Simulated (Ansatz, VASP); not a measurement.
**LiH: VASP beside Ansatz**

INCAR

```
SYSTEM = LiH
PREC = Accurate ; ENCUT = 520
EDIFF = 1E-7 ; ISMEAR = 0
SIGMA = 0.05 ; LREAL = .FALSE.
LASPH = .TRUE. ; NELM = 80
ALGO = Normal ; ISIF = 2
LWAVE = .FALSE. ; LCHARG = .TRUE.
GGA = PE ; LELF = .TRUE.
LVHAR = .TRUE. ; NBANDS = 9
```

File KPOINTS:

```
regular mesh
0
G
  10 10 10
  0 0 0
```

Contents of POSCAR:

```
LiH
1.0
    0.0000000000      2.0325000000      1.8699000000
    2.0325000000      0.0000000000      1.8699000000
    2.0325000000      2.0325000000      0.0000000000
Li H
1 1
Direct
    0.0000000000      0.0000000000      0.0000000000
    0.5000000000      0.5000000000      0.5000000000
```

Input for Ansatz:

```yaml
crystal:
  lattice:
    - [0.0, 2.0325, 1.8699]
    - [2.0325, 0.0, 1.8699]
    - [2.0325, 2.0325, 0.0]
  atoms:
    - { symbol: Li, position: [0.0, 0.0, 0.0] }
    - { symbol: H, position: [0.5, 0.5, 0.5] }
basis:
  ecutwfc: 420
kpoints:
  mp_grid: { grid: [10, 10, 10] }
hamiltonian:
  xc: pbe
scf:
  occupations: { method: gaussian, width: 0.05 }
output:
  forces: true
  stress: true
  eigenvalues: true
```

Change from the starting cell: strain +0.000 along x and y, -0.080 along z, atoms carried along.

Alike in both runs: task single point; functional PBE; k mesh 10 × 10 × 10; occupations gaussian, width 0.05 eV; no spin polarisation.

|  | VASP | Ansatz |
| --- | --- | --- |
| version | VASP 6.6.1 | Ansatz 0.2.0 |
| potentials or method | VASP PAW PBE potentials, release 64 (Li_sv, H), cutoff 520 eV | scalar-relativistic, plane waves, PAW |
| valence electrons in the cell | 4 | 4 |

```csv
,VASP,Ansatz,Ansatz less VASP
gap on the k mesh at the Fermi level (eV),2.17,2.17,+0.005
least direct gap on the mesh (eV),2.79,2.79,+0.008
```

The functional is the same, so the differences come from potentials, cutoffs and numerics.

Noted on VASP's run: the cutoff is short for stress, so the pressure is rough.
